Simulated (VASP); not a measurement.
A run of VASP 6.6.1 is set up as follows.

POSCAR

```
TaN
1.0
    2.9379988584      0.0000000000      0.0000000000
   -1.4689994292      2.5443816477      0.0000000000
    0.0000000000      0.0000000000      2.8830000000
Ta N
1 1
Direct
    0.3333333333      0.6666666667      0.5000000000
   -0.0196511400     -0.0393022800      0.0000000000
```

Contents of INCAR.step1:

```
SYSTEM = TaN
PREC = Accurate ; ENCUT = 520
ISMEAR = 0 ; SIGMA = 0.15
LREAL = .FALSE. ; LASPH = .TRUE.
NELM = 80 ; NBANDS = 15
GGA = PE ; ALGO = Normal
EDIFF = 1E-4 ; LWAVE = .TRUE.
LCHARG = .FALSE.
```

INCAR.step2

```
SYSTEM = TaN
PREC = Accurate ; ENCUT = 520
EDIFF = 1E-6 ; ISMEAR = 0
SIGMA = 0.15 ; LREAL = .FALSE.
LASPH = .TRUE. ; NELM = 80
ALGO = Normal ; ISIF = 2
LWAVE = .FALSE. ; LCHARG = .FALSE.
METAGGA = R2SCAN ; LMIXTAU = .TRUE.
NBANDS = 15 ; ISTART = 1
```

KPOINTS

```
Automatic mesh
0
G
  18 18 16
  0 0 0
```

Potentials or basis: VASP PAW PBE potentials, release 64 (Ta_pv, N).

Run with:

```bash
$ cat potpaw_PBE.64/Ta_pv/POTCAR potpaw_PBE.64/N/POTCAR > POTCAR
$ cp INCAR.step1 INCAR
$ mpirun -np 1 vasp_std > vasp.out
$ cp INCAR.step2 INCAR
$ mpirun -np 1 vasp_std > vasp.out
```

Estimate the band gap on the k mesh.

zero (bands 8 and 9 overlap by 0.26 eV).

Predict the largest force.

1.277 eV/Å.

Estimate the pressure.

2.7 GPa.

Forces on the atoms (eV/Å):
```
Ta   0.000 -1.277  0.000
N    0.000  1.277  0.000
```

Caveat: the cell differs from its parent crystal (atom 2 (N) moved by (-0.100, +0.000) A along y and z); the PAW data sets were made with another functional, which shifts forces and pressure a little; spin-orbit coupling is left out, which moves the levels of the heavy elements.
